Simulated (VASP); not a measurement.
Write the native input for VASP 6.6.1 that does the following.

- Task: single point
- Functional: PBE
- Potentials or basis: VASP PAW PBE potentials, release 64 (Sc_sv, W_sv)
- Cutoff: 520 eV
- k mesh: 6 × 6 × 4
- Occupations: gaussian, width 0.1 eV
- Spin: collinear spin
- Starting moments: [1.0, 1.0, 1.0, 1.0, 0.0, 0.0] μB
- Dipole correction: no
- Further INCAR settings: ALGO = Normal; EDIFF = 1e-06; NBANDS = 49

The structure of Sc2W lies in POSCAR:

```
Sc2W
1.0
    4.7992317971      0.0000000000      0.0000000000
   -2.3996158986      4.1562566550      0.0000000000
    0.0000000000      0.0000000000      6.0483883188
Sc W
4 2
Direct
    0.0000000000      0.0000000000      0.7369138427
    0.0000000000      0.0000000000      0.2630861573
    0.3333333333      0.6666666667      0.0000000000
    0.6666666667      0.3333333333      0.0000000000
    0.3333333333      0.6666666667      0.5000000000
    0.6666666667      0.3333333333      0.5000000000
```

The input as run:

INCAR

```
  ALGO = Normal
  EDIFF = 1E-6
  ENCUT = 520
  GGA = PE
  ISIF = 2
  ISMEAR = 0
  ISPIN = 2
  LASPH = T
  LCHARG = F
  LMAXMIX = 4
  LORBIT = 11
  LREAL = F
  LWAVE = F
  MAGMOM = 1 1 1 1 0 0
  NBANDS = 49
  NELM = 150
  PREC = Accurate
  SIGMA = 0.1
```

KPOINTS

```
k-points
0
Gamma
  6 6 4
```

Potentials or basis: VASP PAW PBE potentials, release 64 (Sc_sv, W_sv).

Run with:

```console
$ cat potpaw_PBE.64/Sc_sv/POTCAR potpaw_PBE.64/W_sv/POTCAR > POTCAR
$ mpirun -np 1 vasp_std > vasp.out
```

It gave:

* Pressure: 0.0 GPa
* Band gap on the k mesh: zero (filled and empty bands overlap)
* Net moment: 0.00 μB per cell
* Valence electrons inside the program's atomic spheres: Sc 9.47, 9.62 (each value once); W 11.88

Caveat: spin-orbit coupling is left out, which moves the levels of the heavy elements.

It took 4 min on 1 thread of Intel(R) Xeon(R) Platinum 8259CL CPU @ 2.50GHz (Skylake/Cascade Lake), on a shared host, peak memory 0.39 GiB.
